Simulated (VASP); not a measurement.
# Au (P6/mmm) in VASP: settings compared, part 2 of 2

VASP 6.6.1.

## (4) Single point, PBE+D3(BJ)

This run uses another cell than the first one, of 9.67 Å³/atom.

INCAR reads:

```
PREC = Accurate
ENCUT = 500
EDIFF = 1E-6
ISMEAR = 0
SIGMA = 0.005
LREAL = False
LASPH = True
NELM = 120
ALGO = Normal
ISIF = 2
LWAVE = False
LCHARG = True
GGA = PE
IVDW = 12
LELF = True
LVHAR = True
NBANDS = 12
GGA_COMPAT = False
```

KPOINTS reads:

```
Automatic mesh
0
Gamma
  15 15 14
```

POSCAR reads:

```
Au
1.0
    2.2408403644      0.0000000000      0.0000000000
   -1.1204201822      1.9406246814      0.0000000000
    0.0000000000      0.0000000000      2.2243028077
Au
1
Direct
    0.0000000000      0.0000000000      0.0000000000
```

Potentials or basis: VASP PAW PBE potentials, release 64 (Au).

The run is started by

```console
$ cat potpaw_PBE.64/Au/POTCAR > POTCAR
$ mpirun -np 1 vasp_std > vasp.out
```

OUTCAR:

```text
PREC = Accurate
   ENCUT = 500
   EDIFF = 1E-6
   ISMEAR = 0
   LREAL = False
   LASPH = True
   NELM = 120
   ISIF = 2
   GGA = PE
   IVDW = 12
 IVDW          = 12

 ion  position               nearest neighbor table
   1  0.000  0.000  0.000-

  LATTYP: Found a hexagonal cell.
 ALAT       =     2.2408403644
 C/A-ratio  =     0.9926199309

  Lattice vectors:

 A1 = (   2.2408403644,   0.0000000000,   0.0000000000)
 A2 = (  -1.1204201822,   1.9406246814,   0.0000000000)
 A3 = (   0.0000000000,   0.0000000000,   2.2243028077)

Analysis of symmetry for initial positions (statically):
=====================================================================
 Subroutine PRICEL returns:
 Original cell was already a primitive cell.

 Routine SETGRP: Setting up the symmetry group for a
 hexagonal supercell.

 Subroutine GETGRP returns: Found 24 space group operations
 (whereof 24 operations were pure point group operations)
 out of a pool of 24 trial point group operations.

The static configuration has the point symmetry D_6h.

Analysis of symmetry for dynamics (positions and initial velocities):
[... 169 lines left out ...]
      4      12.8977      2.00000
      5      20.7404      2.00000
      6      20.7404      2.00000
      7      34.7320      0.00000
      8      37.0143      0.00000
      9      47.4361      0.00000
     10      47.4361      0.00000
     11      49.8428      0.00000
     12      57.2114      0.00000
[... 331 lines left out ...]
 k-point    24 :       0.4000    0.2000    0.0000
  band No.  band energies     occupation
      1       9.4248      2.00000
      2      10.6953      2.00000
      3      15.0397      2.00000
      4      15.4349      2.00000
      5      17.8889      2.00000
      6      25.7674      0.00000
      7      29.1983      0.00000
      8      32.4686      0.00000
      9      42.0862      0.00000
     10      49.6126      0.00000
     11      50.0343      0.00000
     12      56.5153      0.00000

 [... further k-points ...]

------------------------ aborting loop because EDIFF is reached ----------------------------------------

 Edisp (eV)   -1.19450

 E8    (eV) :    -0.5402

  FORCE on cell =-STRESS in cart. coord.  units (eV):
  Direction    XX          YY          ZZ          XY          YZ          ZX
  --------------------------------------------------------------------------------------
  -------------------------------------------------------------------------------------
  Total      36.25973    36.25973    28.50005    -0.00000     0.00000     0.00000
  in kB    6006.04684  6006.04684  4720.73668    -0.00000     0.00000     0.00000
  external pressure =     5577.61 kB  Pullay stress =        0.00 kB

 VOLUME and BASIS-vectors are now :
 -----------------------------------------------------------------------------
  energy-cutoff  :      500.00
  volume of cell :        9.67
      direct lattice vectors                 reciprocal lattice vectors
     2.240840364  0.000000000  0.000000000     0.446261151  0.257648996  0.000000000
    -1.120420182  1.940624681  0.000000000     0.000000000  0.515297991  0.000000000
     0.000000000  0.000000000  2.224302808     0.000000000  0.000000000  0.449579076

 POSITION                                       TOTAL-FORCE (eV/Angst)
 -----------------------------------------------------------------------------------
      0.00000      0.00000      0.00000        -0.000000      0.000000      0.000000
 -----------------------------------------------------------------------------------
    total drift:                                0.000000      0.000000      0.000000

  FREE ENERGIE OF THE ION-ELECTRON SYSTEM (eV)
  ---------------------------------------------------
  free  energy   TOTEN  =         4.1875625178 eV

  energy  without entropy=        4.1875877414  energy(sigma->0) =        4.18757513
```

OSZICAR:

```text
N       E                     dE             d eps       ncg     rms          rms(c)
DAV:   1     0.613321626405E+02    0.61332E+02   -0.57774E+03  5272   0.853E+02
DAV:   2     0.570769983789E+01   -0.55624E+02   -0.53794E+02  6260   0.220E+02
DAV:   3     0.496976936609E+01   -0.73793E+00   -0.73768E+00  6444   0.227E+01
DAV:   4     0.496796788272E+01   -0.18015E-02   -0.18014E-02  6348   0.129E+00
DAV:   5     0.496796094284E+01   -0.69399E-05   -0.69366E-05  6516   0.697E-02    0.558E+01
DAV:   6     0.523297426038E+01    0.26501E+00   -0.44293E-02  5964   0.173E+00    0.335E+01
DAV:   7     0.538171848751E+01    0.14874E+00   -0.61648E-02  6180   0.202E+00    0.609E-01
DAV:   8     0.538207141209E+01    0.35292E-03   -0.36909E-03  6148   0.596E-01    0.197E-01
DAV:   9     0.538206973129E+01   -0.16808E-05   -0.46328E-05  6460   0.657E-02    0.659E-02
DAV:  10     0.538205978198E+01   -0.99493E-05   -0.57766E-06  6364   0.202E-02    0.871E-03
DAV:  11     0.538206075115E+01    0.96917E-06   -0.42638E-07  4204   0.580E-03
   1 F= 0.41875625E+01 E0= 0.41875751E+01  d E =-.252236E-04
```

It took 15 s on 1 thread of AMD EPYC 7R43 (Zen 3), shared host; peak memory 0.11 GiB.

What came out:

```
Free energy                : 4.1876 eV
Pressure                   : 557.8 GPa
Band gap on the k mesh     : zero (an odd number of electrons rules out a gap without spin polarisation)
Dispersion energy per atom : -1.194 eV
```

Stress tensor (GPa, compression positive):
```
600.60   0.00   0.00
  0.00 600.60   0.00
  0.00   0.00 472.07
```

Caveat: three body term missing; the stress differs along the axes, from 472 to 601 GPa; the dispersion term is far too large for a dense solid, which distorts pressure and volume; spin-orbit coupling is left out, which moves the levels of the heavy elements.

## (5) Overview

| task | level | cell | cutoff (eV) | smearing | gap on the mesh (eV) | pressure (GPa) |
| --- | --- | --- | --- | --- | --- | --- |
| relaxation of shape and atoms at fixed volume | PBE | relaxed from a = 2.706, b = 2.706, c = 2.686 Å, angles 90.0, 90.0, 120.0°, 1 atom | 600 | fermi-dirac 0.08 eV | none | 22.1 |
| single point | PBE+D3(BJ) | a = 2.265, b = 2.265, c = 2.177 Å, angles 90.0, 90.0, 120.0°, 1 atom | 500 | gaussian 0.005 eV | none | 551.9 |
| single point | PBE+D3(BJ) | a = 2.241, b = 2.241, c = 2.224 Å, angles 90.0, 90.0, 120.0°, 1 atom | 500 | gaussian 0.005 eV | none | 557.8 |

Alike in all rows: potentials or basis VASP PAW PBE potentials, release 64 (Au); no spin polarisation; k mesh 15 × 15 × 14.

Caveats: spin-orbit coupling is left out, which moves the levels of the heavy elements; three body term missing (at least some runs); the dispersion term is far too large for a dense solid, which distorts pressure and volume (at least some runs); the cell stands under pressure (at least some runs); the stress differs along the axes, from 472 to 601 GPa (at least some runs).

Total energies depend on the potentials used, so only differences within one code and one set of settings carry meaning.
